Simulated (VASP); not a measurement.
Write the native input for VASP 6.6.1 that does the following.

```
Task                   : single point
Functional             : PBE
Potentials or basis    : VASP PAW PBE potentials, release 64 (Ir)
Cutoff                 : 520 eV
k mesh                 : 22 × 22 × 22
Occupations            : gaussian, width 0.15 eV
Spin                   : no spin polarisation
Dipole correction      : no
Further INCAR settings : ALGO = Fast; EDIFF = 1e-06; NBANDS = 10
```

The structure of Ir lies in POSCAR:

```
Ir
1.0
    0.0000000000      2.2776745545      1.5087316249
    2.2776745545      0.0000000000      1.5087316249
    2.2776745545      2.2776745545      0.0000000000
Ir
1
Direct
    0.0000000000      0.0000000000      0.0000000000
```

One way to write it, as run:

INCAR

```
SYSTEM = Ir
ALGO = Fast
EDIFF = 1E-6
ENCUT = 520
GGA = PE
ISIF = 2
ISMEAR = 0
LASPH = .True.
LCHARG = .False.
LREAL = .False.
LWAVE = .False.
NBANDS = 10
NELM = 100
PREC = Accurate
SIGMA = 0.15
```

KPOINTS

```
k-points
0
Gamma
  22 22 22
  0 0 0
```

Potentials or basis: VASP PAW PBE potentials, release 64 (Ir).

The run is started by

```bash
$ cat potpaw_PBE.64/Ir/POTCAR > POTCAR
$ mpirun -np 1 vasp_std > vasp.out
```

It gave:

```yaml
Pressure: -11.8 GPa
Band_gap_on_the_k_mesh: zero (an odd number of electrons rules out a gap without spin polarisation)
```

Caveat: the cell stands under tension; spin-orbit coupling is left out, which moves the levels of the heavy elements.

It took 85 s on 1 thread of Intel(R) Xeon(R) Platinum 8559C (Emerald Rapids) (shared host), peak memory 0.25 GiB.
